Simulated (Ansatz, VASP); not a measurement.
TaRh3 in VASP and in Ansatz

```xyz
4
Lattice="3.8197 0.0000 0.0000 0.0000 3.8197 0.0000 0.0000 0.0000 3.8197" Properties=species:S:1:pos:R:3 pbc="T T T"
Ta    0.0000    0.0000    0.0000
Rh    0.0000    1.9098    1.9098
Rh    1.9098    0.0000    1.9098
Rh    1.9098    1.9098    0.0000
```

Alike in both runs: functional LDA; k mesh 12 × 12 × 12; occupations methfessel-paxton of order 1, width 0.1 eV; no spin polarisation.

Ansatz relaxed the structure, and its values are those at the end. VASP's run is a single point on that final structure, the one shown.

```csv
,VASP,Ansatz
version,VASP 6.6.1,Ansatz 0.2.0
potentials or method,"VASP PAW LDA potentials, release 64 (Ta_sv_GW, Rh_sv_GW)","scalar-relativistic, plane waves, PAW"
plane-wave cutoff (eV),530,420
valence electrons in the cell,64,64
```

Ansatz gave:

* gap on the k mesh at the Fermi level (eV): none
* pressure (GPa): 0.0

Q: Estimate VASP's values.

A: gap on the k mesh at the Fermi level (eV): none; pressure (GPa): -1.4.

LDA's correlation is that of Perdew and Zunger in VASP and of Perdew and Wang (1992) in Ansatz. A gap of «none» marks a metal or a gap that the smearing closes.

Neither program's run includes spin-orbit coupling.
